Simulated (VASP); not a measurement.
# BaS (I4/mmm) in VASP: notebook

The runs below take BaS through single point, with PBEsol.

All numbers are computed with VASP 6.6.1; they aren't measurements. Logs are shortened: lines on timing, memory, paths and dates and some standing lists are left out, and cuts for length are marked.

## Step 1: The cell of the first run

Symmetry: I4/mmm, No. 139, tetragonal system. Conventional cell: a = 4.517 Å, b = 4.517 Å, c = 6.451 Å, α = 90.00°, β = 90.00°, γ = 90.00°. Within 4.2 Å of Ba (site symmetry 4/mmm) lie 6 S at 3.19 to 3.23 Å. S (site symmetry 4/mmm) has 6 Ba at 3.19 to 3.23 Å within 4.2 Å.

## Step 2: Single point, PBEsol (zz strain of +1 %)

Contents of INCAR:

```
SYSTEM = BaS
PREC = Accurate
ENCUT = 520
EDIFF = 1E-6
ISMEAR = -1
SIGMA = 0.02
LREAL = .False.
LASPH = .True.
NELM = 100
ALGO = Normal
ISIF = 2
LWAVE = .False.
LCHARG = .False.
GGA = PS
NBANDS = 15
```

Contents of KPOINTS:

```
Automatic mesh
0
Gamma
  8 8 8
  0 0 0
```

Contents of POSCAR:

```
BaS
1.0
    0.0000000000      3.1937500000      3.2256875000
    3.1937500000      0.0000000000      3.2256875000
    3.1937500000      3.1937500000      0.0000000000
Ba S
1 1
Direct
    0.0000000000      0.0000000000      0.0000000000
    0.5000000000      0.5000000000      0.5000000000
```

Potentials or basis: VASP PAW PBE potentials, release 64 (Ba_sv, S).

Started as:

```
$ cat potpaw_PBE.64/Ba_sv/POTCAR potpaw_PBE.64/S/POTCAR > POTCAR
$ mpirun -np 1 vasp_std > vasp.out
```

OUTCAR:

```text
SYSTEM = BaS
   PREC = Accurate
   ENCUT = 520
   EDIFF = 1E-6
   ISMEAR = -1
   LREAL = .False.
   LASPH = .True.
   NELM = 100
   ISIF = 2
   GGA = PS

 ion  position               nearest neighbor table
   1  0.000  0.000  0.000-   2 3.19   2 3.19   2 3.19   2 3.19   2 3.23   2 3.23
   2  0.500  0.500  0.500-   1 3.19   1 3.19   1 3.19   1 3.19   1 3.23   1 3.23

  LATTYP: Found a body centered tetragonal cell.
 ALAT       =     4.5166445648
 C/A-ratio  =     1.4283556980

  Lattice vectors:

 A1 = (  -3.1937500000,   0.0000000000,   3.2256875000)
 A2 = (   3.1937500000,   0.0000000000,   3.2256875000)
 A3 = (   0.0000000000,   3.1937500000,  -3.2256875000)

Analysis of symmetry for initial positions (statically):
=====================================================================
 Subroutine PRICEL returns:
 Original cell was already a primitive cell.

 Routine SETGRP: Setting up the symmetry group for a
 body centered tetragonal supercell.

 Subroutine GETGRP returns: Found 16 space group operations
 (whereof 16 operations were pure point group operations)
 out of a pool of 16 trial point group operations.

The static configuration has the point symmetry D_4h.

Analysis of symmetry for dynamics (positions and initial velocities):
=====================================================================
 Subroutine PRICEL returns:
 Original cell was already a primitive cell.

 Routine SETGRP: Setting up the symmetry group for a
 body centered tetragonal supercell.

 Subroutine GETGRP returns: Found 16 space group operations
 (whereof 16 operations were pure point group operations)
 out of a pool of 16 trial point group operations.

The dynamic configuration has the point symmetry D_4h.

 Subroutine INISYM returns: Found 16 space group operations
 (whereof 16 operations are pure point group operations),
 and found     1 'primitive' translations

----------------------------------------------------------------------------------------

                                     Primitive cell

  volume of cell :      65.8043

  direct lattice vectors                    reciprocal lattice vectors
     0.000000000  3.193750000  3.225687500    -0.156555773  0.156555773  0.155005716
     3.193750000  0.000000000  3.225687500     0.156555773 -0.156555773  0.155005716
     3.193750000  3.193750000  0.000000000     0.156555773  0.156555773 -0.155005716

  length of vectors
[... 84 lines left out ...]
   EDIFFG = 0.1E-04   stopping-criterion for IOM
   NSW    =      0    number of steps for IOM
   IBRION =     -1    ionic relax: 0-MD 1-quasi-New 2-CG
   NFREE  =      0    steps in history (QN), initial steepest desc. (CG)
   ISIF   =      2    stress and relaxation
   ISYM   =      2    0-nonsym 1-usesym 2-fastsym
   POTIM  = 0.5000    time-step for ionic-motion
   TEBEG  =    0.0;   TEEND  =   0.0 temperature during run
   PSTRESS=    0.0 pullay stress
   NELECT =      16.0000    total number of electrons
   NUPDOWN=      -1.0000    fix difference up-down
   EMIN   =  10.00;   EMAX   =-10.00  energy-range for DOS
   EFERMI =   0.00;   METHOD = LEGACY
   ISMEAR =    -1;   SIGMA  =   0.02  broadening in eV -4-tet -1-fermi 0-gaus
   EFERMI_NEDOS =   21; number of points for ismear=-14 and -15
   IALGO  =     38    algorithm
   IMIX   =      4    mixing-type and parameters
     AMIX     =   0.40;   BMIX     =  1.00
     AMIX_MAG =   1.60;   BMIX_MAG =  1.00
  volume/ion in A,a.u.               =      32.90       222.03
  Fermi-wavevector in a.u.,A,eV,Ry     =   1.021794  1.930911 14.205346  1.044063
  Thomas-Fermi vector in A             =   2.155438
   LORBIT       =      0    0 simple, 1 ext, 2 COOP (PROOUT), +10 PAW based schemes
   GGA     = PS    functional components
   LHFCALC =     F    Hartree Fock is set to
   AEXX    =    0.0000 exact exchange contribution
   IVDW    =     0    specifies the selected vdW correction
   LEPSILON=     F    determine dielectric tensor
   LRPA    =     F    only Hartree local field effects (RPA)
 non-spin polarized calculation
  energy-cutoff  :      520.00
  volume of cell :       65.80
 maximum number of plane-waves:      1807
 NGX is ok and might be reduce to    36
   NGX = 17   NGY = 17   NGZ = 17

 number of electron      16.0000002 magnetization

 Free energy of the ion-electron system (eV)
  ---------------------------------------------------
  ext. energy  EPLUGINS =         0.00000000
  ---------------------------------------------------
  free energy    TOTEN  =       -10.71409809 eV

  energy without entropy =      -10.71409809  energy(sigma->0) =      -10.71409809

 E-fermi :   1.6811     XC(G=0):  -8.7813

 val. band max:        1.3012086934   @ k =   0.0000   0.0000   0.0000
 cond. band min:       3.2887147584   @ k =   0.5000   0.0000   0.5000
 fundamental gap:      1.9875060650
 Fermi energy:         1.6811426917

 k-point     1 :       0.0000    0.0000    0.0000
  band No.  band energies     occupation
      1     -24.7755      2.00000
      2      -9.8191      2.00000
      3      -9.8191      2.00000
      4      -9.8183      2.00000
      5      -9.0469      2.00000
      6       1.2698      2.00000
      7       1.3012      2.00000
      8       1.3012      2.00000
      9       4.6480      0.00000
     10       5.0280      0.00000
     11       5.0983      0.00000
     12       5.0983      0.00000
     13       5.9927      0.00000
     14       6.0462      0.00000
[... 401 lines left out ...]
      2     -10.7138      2.00000
      3      -9.8883      2.00000
      4      -9.8794      2.00000
      5      -8.1046      2.00000
      6      -0.2596      2.00000
      7       0.4513      2.00000
      8       0.6060      2.00000
      9       5.0221      0.00000
     10       6.8874      0.00000
     11       6.9803      0.00000
     12       7.1848      0.00000
     13       7.8838      0.00000
     14       9.3201      0.00000
     15      11.3389      0.00000

 [... further k-points ...]
[... 5 lines left out ...]
  --------------------------------------------------------------------------------------
  -------------------------------------------------------------------------------------
  Total       -0.2828117     -0.2828117     -0.5973923      0.0000000      0.0000000      0.0000000
  in kB       -6.8857908     -6.8857908    -14.5450796      0.0000000      0.0000000      0.0000000
  external PRESSURE =      -9.4388871 kB  Pullay stress =       0.0000000 kB

 VOLUME and BASIS-vectors are now :
 -----------------------------------------------------------------------------
  energy-cutoff  :      520.00
  volume of cell :       65.80
      direct lattice vectors                 reciprocal lattice vectors
     0.000000000  3.193750000  3.225687500    -0.156555773  0.156555773  0.155005716
     3.193750000  0.000000000  3.225687500     0.156555773 -0.156555773  0.155005716
     3.193750000  3.193750000  0.000000000     0.156555773  0.156555773 -0.155005716

 POSITION                                       TOTAL-FORCE (eV/Angst)
 -----------------------------------------------------------------------------------
      0.00000      0.00000      0.00000         0.000000     -0.000000      0.000000
      3.19375      3.19375      3.22569        -0.000000      0.000000     -0.000000
 -----------------------------------------------------------------------------------
    total drift:                                0.000000      0.000000      0.000000

  FREE ENERGIE OF THE ION-ELECTRON SYSTEM (eV)
  ---------------------------------------------------
  free  energy   TOTEN  =       -10.7140980925 eV

  energy  without entropy=      -10.7140980925  energy(sigma->0) =      -10.71409809
```

Run time: 54 s. Hardware: 1 thread of Intel Xeon Platinum 8259CL at 2.50GHz (Skylake/Cascade Lake), shared host; peak memory 0.23 GiB.

What came out:

```
Free energy            : -10.7141 eV
Pressure               : -0.9 GPa
Band gap on the k mesh : 1.99 eV (least direct gap 2.13 eV)
```

Levels at points of the mesh, in eV from the valence-band top:
```csv
k point,band 6,band 7,band 8,band 9,band 10,band 11
"(0.00, 0.00, 0.00)",-0.03,0.00,0.00,3.35,3.73,3.80
"(0.50, 0.00, 0.00)",-1.98,-1.10,-1.10,5.42,5.48,6.20
"(0.50, 0.50, 0.00)",-0.60,-0.14,-0.14,1.99,5.85,5.85
"(0.50, 0.00, 0.50)",-0.54,-0.18,-0.14,1.99,5.81,5.92
```

Caveat: the cell differs from its parent crystal (zz strain of +1 %); the PAW data sets were made with another functional, which shifts forces and pressure a little; spin-orbit coupling is left out, which moves the levels of the heavy elements. A k mesh can miss the band edges.

## Step 3: Single point, PBEsol (zz strain of +2 %)

Contents of INCAR:

```
PREC = Accurate
ENCUT = 520
EDIFF = 1E-6
ISMEAR = -1
SIGMA = 0.02
LREAL = False
LASPH = True
NELM = 60
ALGO = Normal
ISIF = 2
LWAVE = False
LCHARG = False
GGA = PS
NBANDS = 15
```

Contents of KPOINTS:

```
regular mesh
0
Gamma
  8 8 8
```

Contents of POSCAR:

```
BaS
1.0
    0.0000000000      3.1937500000      3.2576250000
    3.1937500000      0.0000000000      3.2576250000
    3.1937500000      3.1937500000      0.0000000000
Ba S
1 1
Direct
    0.0000000000      0.0000000000      0.0000000000
    0.5000000000      0.5000000000      0.5000000000
```

Potentials or basis: VASP PAW PBE potentials, release 64 (Ba_sv, S).

Started as:

```
$ cat potpaw_PBE.64/Ba_sv/POTCAR potpaw_PBE.64/S/POTCAR > POTCAR
$ mpirun -np 1 vasp_std > vasp.out
```

Run time: 44 s. Hardware: 1 thread of Intel Xeon Platinum 8259CL at 2.50GHz (Skylake/Cascade Lake), shared host; peak memory 0.23 GiB.

Results (log left out):

- Free energy: -10.7066 eV
- Pressure: -1.3 GPa
- Band gap on the k mesh: 1.99 eV (least direct gap 2.14 eV)

Stress tensor (GPa, compression positive):
```
-0.84  0.00  0.00
 0.00 -0.84  0.00
 0.00  0.00 -2.26
```

Levels at points of the mesh, in eV from the valence-band top:
```
           k point  band 4  band 5  band 6  band 7  band 8  band 9  band 10  band 11  band 12  band 13
(0.00, 0.00, 0.00)  -11.16  -10.34   -0.06    0.00    0.00    3.28     3.67     3.81     3.81     4.66
(0.50, 0.00, 0.00)  -11.19   -9.15   -1.97   -1.10   -1.09    5.38     5.44     6.15     6.19     8.61
(0.50, 0.50, 0.00)  -11.33  -10.24   -0.65   -0.14   -0.14    2.01     5.78     5.81     7.37     7.37
(0.50, 0.00, 0.50)  -11.34  -10.24   -0.55   -0.22   -0.15    1.99     5.70     5.93     7.26     7.44
```

Caveat: the cell differs from its parent crystal (zz strain of +2 %); the PAW data sets were made with another functional, which shifts forces and pressure a little; spin-orbit coupling is left out, which moves the levels of the heavy elements.

## Step 4: Single point, PBEsol (zz strain of +3 %)

Contents of INCAR:

```
PREC = Accurate
ENCUT = 520
EDIFF = 1E-7
ISMEAR = -1
SIGMA = 0.02
LREAL = F
LASPH = T
NELM = 100
ALGO = Normal
ISIF = 2
LWAVE = F
LCHARG = F
GGA = PS
NBANDS = 15
```

Contents of KPOINTS:

```
Automatic mesh
0
Gamma
  8 8 8
```

Contents of POSCAR:

```
BaS
1.0
    0.0000000000      3.1937500000      3.2895625000
    3.1937500000      0.0000000000      3.2895625000
    3.1937500000      3.1937500000      0.0000000000
Ba S
1 1
Direct
    0.0000000000      0.0000000000      0.0000000000
    0.5000000000      0.5000000000      0.5000000000
```

Started as:

```
$ cat potpaw_PBE.64/Ba_sv/POTCAR potpaw_PBE.64/S/POTCAR > POTCAR
$ mpirun -np 1 vasp_std > vasp.out
```

It took 44 s on 1 thread of Intel Xeon Platinum 8259CL at 2.50GHz (Skylake/Cascade Lake), shared host; peak memory 0.24 GiB.

It converged, with:

| Quantity | Value |
| --- | --- |
| Free energy | -10.6960 eV |
| Pressure | -1.6 GPa |
| Band gap on the k mesh | 2.00 eV (least direct gap 2.15 eV) |

Stress tensor (GPa, compression positive):
```
-0.99  0.00  0.00
 0.00 -0.99  0.00
 0.00  0.00 -2.95
```

Levels at points of the mesh, in eV from the valence-band top:
| k point | band 4 | band 5 | band 6 | band 7 | band 8 | band 9 | band 10 | band 11 | band 12 | band 13 |
| --- | --- | --- | --- | --- | --- | --- | --- | --- | --- | --- |
| (0.00, 0.00, 0.00) | -11.20 | -10.34 | -0.08 | 0.00 | 0.00 | 3.21 | 3.62 | 3.82 | 3.82 | 4.63 |
| (0.50, 0.00, 0.00) | -11.22 | -9.19 | -1.96 | -1.09 | -1.07 | 5.34 | 5.40 | 6.10 | 6.16 | 8.44 |
| (0.50, 0.50, 0.00) | -11.36 | -10.24 | -0.69 | -0.14 | -0.14 | 2.02 | 5.72 | 5.76 | 7.31 | 7.31 |
| (0.50, 0.00, 0.50) | -11.37 | -10.24 | -0.55 | -0.25 | -0.15 | 2.00 | 5.61 | 5.94 | 7.15 | 7.39 |

Caveat: the cell differs from its parent crystal (zz strain of +3 %); the PAW data sets were made with another functional, which shifts forces and pressure a little; spin-orbit coupling is left out, which moves the levels of the heavy elements.

## Step 5: Summary

```csv
cell,gap on the mesh (eV),pressure (GPa)
"a = 4.539, b = 4.539, c = 4.517 Å, angles 60.2, 60.2, 59.7°, 2 atoms",1.99,-0.9
"a = 4.562, b = 4.562, c = 4.517 Å, angles 60.3, 60.3, 59.3°, 2 atoms",1.99,-1.3
"a = 4.585, b = 4.585, c = 4.517 Å, angles 60.5, 60.5, 59.0°, 2 atoms",2.00,-1.6
```

Alike in all rows: task single point; level PBEsol; potentials or basis VASP PAW PBE potentials, release 64 (Ba_sv, S); no spin polarisation; k mesh 8 × 8 × 8; cutoff (eV) 520; smearing fermi-dirac 0.02 eV.

Caveats: the PAW data sets were made with another functional, which shifts forces and pressure a little; spin-orbit coupling is left out, which moves the levels of the heavy elements.

Absolute energies hang on the potentials; compare differences alone.
